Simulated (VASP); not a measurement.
Set up this calculation in VASP 6.6.1, as the native input.

| Property | Result |
| --- | --- |
| Task | single point |
| Functional | revPBE |
| Potentials or basis | VASP PAW PBE potentials, release 64 (Cd, F) |
| Cutoff | 600 eV |
| k mesh | 6 × 6 × 6 |
| Occupations | tetrahedron |
| Spin | no spin polarisation |
| Dipole correction | no |
| Further INCAR settings | ALGO = Normal; EDIFF = 1e-06; NBANDS = 20 |

The structure of CdF2 lies in POSCAR:

```
CdF2
1.0
    0.0000000000      2.6940000000      2.6940000000
    2.6940000000      0.0000000000      2.6940000000
    2.6940000000      2.6940000000      0.0000000000
Cd F
1 2
Direct
    0.0000000000      0.0000000000      0.0000000000
    0.2500000000      0.2500000000      0.2500000000
    0.7500000000      0.7500000000      0.7500000000
```

These files were run (other wordings do the same):

INCAR

```
PREC = Accurate
ENCUT = 600
EDIFF = 1E-6
ISMEAR = -5
SIGMA = 0.1
LREAL = False
LASPH = True
NELM = 120
ALGO = Normal
ISIF = 2
LWAVE = False
LCHARG = False
GGA = RE
NBANDS = 20
GGA_COMPAT = False
```

KPOINTS

```
regular mesh
0
Gamma
  6 6 6
```

Potentials or basis: VASP PAW PBE potentials, release 64 (Cd, F).

Command:

```console
$ cat potpaw_PBE.64/Cd/POTCAR potpaw_PBE.64/F/POTCAR > POTCAR
$ mpirun -np 1 vasp_std > vasp.out
```

Results of the run:

```
Pressure               : 9.6 GPa
Band gap on the k mesh : 3.25 eV (least direct gap 3.73 eV)
```

Caveat: the cell stands under pressure; the PAW data sets were made with another functional, which shifts forces and pressure a little.

Wall time 18 s on 1 thread of AMD EPYC 7R43 64-Core Processor (Zen 3) (shared host), peak memory 0.13 GiB.
